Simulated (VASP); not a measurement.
# GaAs in VASP: notebook, part 3 of 4

VASP 6.6.1. Earlier steps stand in the parts before.

## Step 5: Single point, PBE

This run uses another cell than the first one.

Input file INCAR:

```
ALGO = Normal
DIPOL = 0.5 0.5 0.304
EDIFF = 1E-6
ENCUT = 520
GGA = PE
IDIPOL = 3
ISIF = 2
ISMEAR = 0
LASPH = T
LCHARG = F
LDIPOL = T
LREAL = F
LWAVE = F
NBANDS = 26
NELM = 100
PREC = Accurate
SIGMA = 0.1
```

Input file KPOINTS:

```
k-points
0
Gamma
  10 10 1
```

Input file POSCAR:

```
GaAs
1.0
    5.0933730087      0.0000000000      0.0000000000
    0.0000000000      5.0933730087      0.0000000000
    0.0000000000      0.0000000000     24.6572314000
Ga As
2 2
Direct
    0.5000000000      0.0000000000      0.3125536152
    0.0000000000      0.5000000000      0.2957871898
    0.0000000000      0.0000000000      0.3041704025
    0.5000000000      0.5000000000      0.3041704025
```

Potentials or basis: VASP PAW PBE potentials, release 64 (Ga_d, As).

Launch:

```sh
$ cat potpaw_PBE.64/Ga_d/POTCAR potpaw_PBE.64/As/POTCAR > POTCAR
$ mpirun -np 1 vasp_std > vasp.out
```

OUTCAR:

```text
EDIFF = 1E-6
   ENCUT = 520
   GGA = PE
   ISIF = 2
   ISMEAR = 0
   LASPH = T
   LREAL = F
   NELM = 100
   PREC = Accurate

 ion  position               nearest neighbor table
   1  0.500  0.000  0.313-   3 2.56   4 2.56   4 2.56   3 2.56
   2  0.000  0.500  0.296-   3 2.56   4 2.56   3 2.56   4 2.56
   3  0.000  0.000  0.304-   2 2.56   2 2.56   1 2.56   1 2.56
   4  0.500  0.500  0.304-   2 2.56   2 2.56   1 2.56   1 2.56

  LATTYP: Found a simple tetragonal cell.
 ALAT       =     5.0933730087
 C/A-ratio  =     4.8410417533

  Lattice vectors:

 A1 = (   5.0933730087,   0.0000000000,   0.0000000000)
 A2 = (   0.0000000000,   5.0933730087,   0.0000000000)
 A3 = (   0.0000000000,   0.0000000000,  24.6572314000)

Analysis of symmetry for initial positions (statically):
=====================================================================
 Subroutine PRICEL returns:
 Original cell was already a primitive cell.

 Routine SETGRP: Setting up the symmetry group for a
 simple tetragonal supercell.

 Subroutine GETGRP returns: Found 16 space group operations
 (whereof  4 operations were pure point group operations)
 out of a pool of 16 trial point group operations.

The static configuration has the point symmetry C_2v.
 The point group associated with its full space group is D_4h.

Analysis of symmetry for dynamics (positions and initial velocities):
=====================================================================
 Subroutine PRICEL returns:
 Original cell was already a primitive cell.

 Routine SETGRP: Setting up the symmetry group for a
 simple tetragonal supercell.

 Subroutine GETGRP returns: Found 16 space group operations
 (whereof  4 operations were pure point group operations)
 out of a pool of 16 trial point group operations.

The dynamic configuration has the point symmetry C_2v.
 The point group associated with its full space group is D_4h.

 Subroutine INISYM returns: Found 16 space group operations
 (whereof  4 operations are pure point group operations),
 and found     1 'primitive' translations

----------------------------------------------------------------------------------------

                                     Primitive cell

  volume of cell :     639.6690

  direct lattice vectors                    reciprocal lattice vectors
     5.093373009  0.000000000  0.000000000     0.196333549  0.000000000  0.000000000
     0.000000000  5.093373009  0.000000000     0.000000000  0.196333549  0.000000000
     0.000000000  0.000000000 24.657231400     0.000000000  0.000000000  0.040556054

  length of vectors
     5.093373009  5.093373009 24.657231400     0.196333549  0.196333549  0.040556054

  position of ions in fractional coordinates (direct lattice)
     0.500000000  0.000000000  0.312553615
     0.000000000  0.500000000  0.295787190
     0.000000000  0.000000000  0.304170402
     0.500000000  0.500000000  0.304170402

  ion indices of the primitive-cell ions
   primitive index   ion index
                 1           1
                 2           2
                 3           3
                 4           4

[... 33 lines left out ...]
  0.500000  0.000000  0.000000      2.000000
[... 13 lines left out ...]
  0.500000  0.400000  0.000000      4.000000
  0.500000  0.500000  0.000000      1.000000
   k-points           NKPTS =     21   k-points in BZ     NKDIM =     21   number of bands    NBANDS=     26
   number of dos      NEDOS =    301   number of ions     NIONS =      4
   total plane-waves  NPLWV = 307200
   dimension x,y,z NGX =    40 NGY =   40 NGZ =  192
   dimension x,y,z NGXF=    80 NGYF=   80 NGZF=  384
   ions per type =               2   2
   NGX,Y,Z   is equivalent  to a cutoff of  13.06, 13.06, 12.95 a.u.
   NGXF,Y,Z  is equivalent  to a cutoff of  26.11, 26.11, 25.89 a.u.
 SYSTEM =  unknown system
   PREC   = accura    normal or accurate (medium, high low for compatibility)
   ISTART =      0    job   : 0-new  1-cont  2-samecut
   ICHARG =      2    charge: 1-file 2-atom 10-const
   ISPIN  =      1    spin polarized calculation?
   LNONCOLLINEAR =      F non collinear calculations
   LSORBIT =      F    spin-orbit coupling
   LASPH  =      T    aspherical Exc in radial PAW
   ENCUT  =  520.0 eV  38.22 Ry    6.18 a.u.   9.47  9.47 45.85*2*pi/ulx,y,z
   NELM   =    100;   NELMIN=  2; NELMDL= -5     # of ELM steps
   EDIFF  = 0.1E-05   stopping-criterion for ELM
   LREAL  =      F    real-space projection
   EDIFFG = 0.1E-04   stopping-criterion for IOM
   NSW    =      0    number of steps for IOM
   IBRION =     -1    ionic relax: 0-MD 1-quasi-New 2-CG
   NFREE  =      0    steps in history (QN), initial steepest desc. (CG)
   ISIF   =      2    stress and relaxation
   ISYM   =      2    0-nonsym 1-usesym 2-fastsym
   POTIM  = 0.5000    time-step for ionic-motion
   TEBEG  =    0.0;   TEEND  =   0.0 temperature during run
   PSTRESS=    0.0 pullay stress
   NELECT =      36.0000    total number of electrons
   NUPDOWN=      -1.0000    fix difference up-down
   EMIN   =  10.00;   EMAX   =-10.00  energy-range for DOS
   EFERMI =   0.00;   METHOD = LEGACY
   ISMEAR =     0;   SIGMA  =   0.10  broadening in eV -4-tet -1-fermi 0-gaus
   EFERMI_NEDOS =   21; number of points for ismear=-14 and -15
   IALGO  =     38    algorithm
   IMIX   =      4    mixing-type and parameters
     AMIX     =   0.40;   BMIX     =  1.00
     AMIX_MAG =   1.60;   BMIX_MAG =  1.00
  volume/ion in A,a.u.               =     159.92      1079.17
  Fermi-wavevector in a.u.,A,eV,Ry     =   0.627370  1.185558  5.355163  0.393593
  Thomas-Fermi vector in A             =   1.688946
   LORBIT       =      0    0 simple, 1 ext, 2 COOP (PROOUT), +10 PAW based schemes
   GGA     = PE    functional components
   LHFCALC =     F    Hartree Fock is set to
   AEXX    =    0.0000 exact exchange contribution
   IVDW    =     0    specifies the selected vdW correction
   LEPSILON=     F    determine dielectric tensor
   LRPA    =     F    only Hartree local field effects (RPA)
 non-spin polarized calculation
 Gauss-broadening in eV      SIGMA  =   0.10
  energy-cutoff  :      520.00
  volume of cell :      639.67
 maximum number of plane-waves:     17287
 NGX is ok and might be reduce to    40
   NGX = 19   NGY = 19   NGZ = 91

 dipolmoment           0.000000      0.000000     -0.000000 electrons x Angstroem

 number of electron      36.0000025 magnetization

 dipolmoment           0.000000      0.000000      0.000003 electrons x Angstroem

 Free energy of the ion-electron system (eV)
  ---------------------------------------------------
  ext. energy  EPLUGINS =         0.00000000
  ---------------------------------------------------
  free energy    TOTEN  =       -13.86709007 eV

  energy without entropy =      -13.85312698  energy(sigma->0) =      -13.86010852

 E-fermi :  -3.5578     XC(G=0):  -1.8621

 val. band max:       -3.5737878504   @ k =   0.2000   0.2000   0.0000
 cond. band min:      -3.5253791380   @ k =   0.2000   0.1000   0.0000
 fundamental gap:      0.0484087124
 Fermi energy:        -3.5578242799

 k-point     1 :       0.0000    0.0000    0.0000
  band No.  band energies     occupation
      1     -18.5777      2.00000
      2     -18.5616      2.00000
      3     -18.4418      2.00000
      4     -18.4156      2.00000
      5     -18.4156      2.00000
      6     -18.4032      2.00000
[... 598 lines left out ...]
     25       1.2271      0.00000
     26       1.2272      0.00000

------------------------ aborting loop because EDIFF is reached ----------------------------------------

 vacuum level on the upper side and lower side of the slab       (xc-potential included)        -0.006        -0.006

  FORCE on cell =-STRESS in cart. coord.  units (eV):
  Direction    XX          YY          ZZ          XY          YZ          ZX
  --------------------------------------------------------------------------------------
  -------------------------------------------------------------------------------------
  Total        0.1342586      0.1342586     -0.0008887      0.0000000     -0.0000000     -0.0000000
  in kB        0.3362772      0.3362772     -0.0022260      0.0000000     -0.0000000     -0.0000000
  external PRESSURE =       0.2234428 kB  Pullay stress =       0.0000000 kB

 VOLUME and BASIS-vectors are now :
 -----------------------------------------------------------------------------
  energy-cutoff  :      520.00
  volume of cell :      639.67
      direct lattice vectors                 reciprocal lattice vectors
     5.093373009  0.000000000  0.000000000     0.196333549  0.000000000  0.000000000
     0.000000000  5.093373009  0.000000000     0.000000000  0.196333549  0.000000000
     0.000000000  0.000000000 24.657231400     0.000000000  0.000000000  0.040556054

 POSITION                                       TOTAL-FORCE (eV/Angst)
 -----------------------------------------------------------------------------------
      2.54669      0.00000      7.70671        -0.000000     -0.000000      0.005002
      0.00000      2.54669      7.29329        -0.000000      0.000000     -0.005002
      0.00000      0.00000      7.50000         0.000000      0.000000     -0.000000
      2.54669      2.54669      7.50000        -0.000000     -0.000000     -0.000000
 -----------------------------------------------------------------------------------
    total drift:                               -0.000000      0.000000     -0.000081

  FREE ENERGIE OF THE ION-ELECTRON SYSTEM (eV)
  ---------------------------------------------------
  free  energy   TOTEN  =       -13.8670900692 eV

  energy  without entropy=      -13.8531269802  energy(sigma->0) =      -13.86010852

 vacuum level on the upper side and lower side of the slab         1.219         1.219
```

Wall time 5.2 min (1 thread of Intel Xeon 6975P-C (Granite Rapids), shared host); peak memory 0.8 GiB.

What came out:

- Free energy: -13.8671 eV
- Largest force: 0.005 eV/Å
- Band gap on the k mesh: zero (bands 18 and 19 overlap by 1.94 eV)

Forces on the atoms (eV/Å):
```
Ga   0.000  0.000  0.005
Ga   0.000  0.000 -0.005
As   0.000  0.000  0.000
As   0.000  0.000  0.000
```

## Step 6: Single point, PBE

This run uses another cell than the first one.

Input file INCAR:

```
SYSTEM = GaAs
PREC     = Accurate       ! precision mode
ENCUT    = 520            ! plane-wave cutoff, eV
EDIFF    = 1E-6           ! SCF threshold, eV
ISMEAR   = 0              ! smearing method
SIGMA    = 0.1            ! smearing width, eV
LREAL    = .False.        ! projectors in reciprocal space
LASPH    = .True.         ! aspherical terms in the spheres
NELM     = 60             ! most SCF steps
ALGO     = Normal         ! electronic algorithm
ISIF     = 2              ! what is computed and relaxed
LWAVE    = .False.        ! write WAVECAR
LCHARG   = .False.        ! write CHGCAR
LDIPOL   = .True.       
IDIPOL   = 3            
DIPOL    = 0.5 0.5 0.304
GGA      = PE             ! functional
NBANDS   = 26             ! bands
```

Input file KPOINTS:

```
Automatic mesh
0
Gamma
  10 10 1
  0 0 0
```

POSCAR is that of step 5.

Potentials or basis: VASP PAW PBE potentials, release 64 (Ga_d, As).

Launch:

```sh
$ cat potpaw_PBE.64/Ga_d/POTCAR potpaw_PBE.64/As/POTCAR > POTCAR
$ mpirun -np 1 vasp_std > vasp.out
```

OUTCAR:

```text
SYSTEM = GaAs
   PREC = Accurate
   ENCUT = 520
   EDIFF = 1E-6
   ISMEAR = 0
   LREAL = .False.
   LASPH = .True.
   NELM = 60
   ISIF = 2
   GGA = PE

 ion  position               nearest neighbor table
   1  0.500  0.000  0.313-   3 2.56   4 2.56   4 2.56   3 2.56
   2  0.000  0.500  0.296-   3 2.56   4 2.56   3 2.56   4 2.56
   3  0.000  0.000  0.304-   2 2.56   2 2.56   1 2.56   1 2.56
   4  0.500  0.500  0.304-   2 2.56   2 2.56   1 2.56   1 2.56

  LATTYP: Found a simple tetragonal cell.
 ALAT       =     5.0933730087
 C/A-ratio  =     4.8410417533

  Lattice vectors:

 A1 = (   5.0933730087,   0.0000000000,   0.0000000000)
 A2 = (   0.0000000000,   5.0933730087,   0.0000000000)
 A3 = (   0.0000000000,   0.0000000000,  24.6572314000)

Analysis of symmetry for initial positions (statically):
=====================================================================
 Subroutine PRICEL returns:
 Original cell was already a primitive cell.

 Routine SETGRP: Setting up the symmetry group for a
 simple tetragonal supercell.

 Subroutine GETGRP returns: Found 16 space group operations
 (whereof  4 operations were pure point group operations)
 out of a pool of 16 trial point group operations.

The static configuration has the point symmetry C_2v.
 The point group associated with its full space group is D_4h.

Analysis of symmetry for dynamics (positions and initial velocities):
=====================================================================
 Subroutine PRICEL returns:
 Original cell was already a primitive cell.

 Routine SETGRP: Setting up the symmetry group for a
 simple tetragonal supercell.

 Subroutine GETGRP returns: Found 16 space group operations
 (whereof  4 operations were pure point group operations)
 out of a pool of 16 trial point group operations.

The dynamic configuration has the point symmetry C_2v.
[... 124 lines left out ...]
   LORBIT       =      0    0 simple, 1 ext, 2 COOP (PROOUT), +10 PAW based schemes
   GGA     = PE    functional components
   LHFCALC =     F    Hartree Fock is set to
   AEXX    =    0.0000 exact exchange contribution
   IVDW    =     0    specifies the selected vdW correction
   LEPSILON=     F    determine dielectric tensor
   LRPA    =     F    only Hartree local field effects (RPA)
 non-spin polarized calculation
 Gauss-broadening in eV      SIGMA  =   0.10
  energy-cutoff  :      520.00
  volume of cell :      639.67
 maximum number of plane-waves:     17287
 NGX is ok and might be reduce to    40
   NGX = 19   NGY = 19   NGZ = 91

 dipolmoment           0.000000      0.000000     -0.000000 electrons x Angstroem

 number of electron      36.0000025 magnetization

 dipolmoment           0.000000      0.000000      0.000003 electrons x Angstroem

 Free energy of the ion-electron system (eV)
  ---------------------------------------------------
  ext. energy  EPLUGINS =         0.00000000
  ---------------------------------------------------
  free energy    TOTEN  =       -13.86709007 eV

  energy without entropy =      -13.85312698  energy(sigma->0) =      -13.86010852

 E-fermi :  -3.5578     XC(G=0):  -1.8621

 val. band max:       -3.5737878504   @ k =   0.2000   0.2000   0.0000
 cond. band min:      -3.5253791380   @ k =   0.2000   0.1000   0.0000
 fundamental gap:      0.0484087124
 Fermi energy:        -3.5578242799

 k-point     1 :       0.0000    0.0000    0.0000
  band No.  band energies     occupation
      1     -18.5777      2.00000
      2     -18.5616      2.00000
      3     -18.4418      2.00000
      4     -18.4156      2.00000
      5     -18.4156      2.00000
      6     -18.4032      2.00000
[... 598 lines left out ...]
     25       1.2271      0.00000
     26       1.2272      0.00000

------------------------ aborting loop because EDIFF is reached ----------------------------------------

 vacuum level on the upper side and lower side of the slab       (xc-potential included)        -0.006        -0.006

  FORCE on cell =-STRESS in cart. coord.  units (eV):
  Direction    XX          YY          ZZ          XY          YZ          ZX
  --------------------------------------------------------------------------------------
  -------------------------------------------------------------------------------------
  Total        0.1342586      0.1342586     -0.0008887      0.0000000     -0.0000000     -0.0000000
  in kB        0.3362772      0.3362772     -0.0022260      0.0000000     -0.0000000     -0.0000000
  external PRESSURE =       0.2234428 kB  Pullay stress =       0.0000000 kB

 VOLUME and BASIS-vectors are now :
 -----------------------------------------------------------------------------
  energy-cutoff  :      520.00
  volume of cell :      639.67
      direct lattice vectors                 reciprocal lattice vectors
     5.093373009  0.000000000  0.000000000     0.196333549  0.000000000  0.000000000
     0.000000000  5.093373009  0.000000000     0.000000000  0.196333549  0.000000000
     0.000000000  0.000000000 24.657231400     0.000000000  0.000000000  0.040556054

 POSITION                                       TOTAL-FORCE (eV/Angst)
 -----------------------------------------------------------------------------------
      2.54669      0.00000      7.70671        -0.000000     -0.000000      0.005002
      0.00000      2.54669      7.29329        -0.000000      0.000000     -0.005002
      0.00000      0.00000      7.50000         0.000000      0.000000     -0.000000
      2.54669      2.54669      7.50000        -0.000000     -0.000000     -0.000000
 -----------------------------------------------------------------------------------
    total drift:                               -0.000000      0.000000     -0.000081

  FREE ENERGIE OF THE ION-ELECTRON SYSTEM (eV)
  ---------------------------------------------------
  free  energy   TOTEN  =       -13.8670900692 eV

  energy  without entropy=      -13.8531269802  energy(sigma->0) =      -13.86010852

 vacuum level on the upper side and lower side of the slab         1.219         1.219
```

It took 5.5 min on 1 thread of Intel Xeon 6975P-C (Granite Rapids), shared host; peak memory 0.79 GiB.

Results:

```yaml
Free_energy: -13.8671 eV
Largest_force: 0.005 eV/Å
Band_gap_on_the_k_mesh: zero (bands 18 and 19 overlap by 1.94 eV)
```

Forces on the atoms (eV/Å):
```
Ga   0.000  0.000  0.005
Ga   0.000  0.000 -0.005
As   0.000  0.000  0.000
As   0.000  0.000  0.000
```

[end of part 3 of 4]

The gap in the log of VASP goes by the Fermi energy; the results here count the filled bands.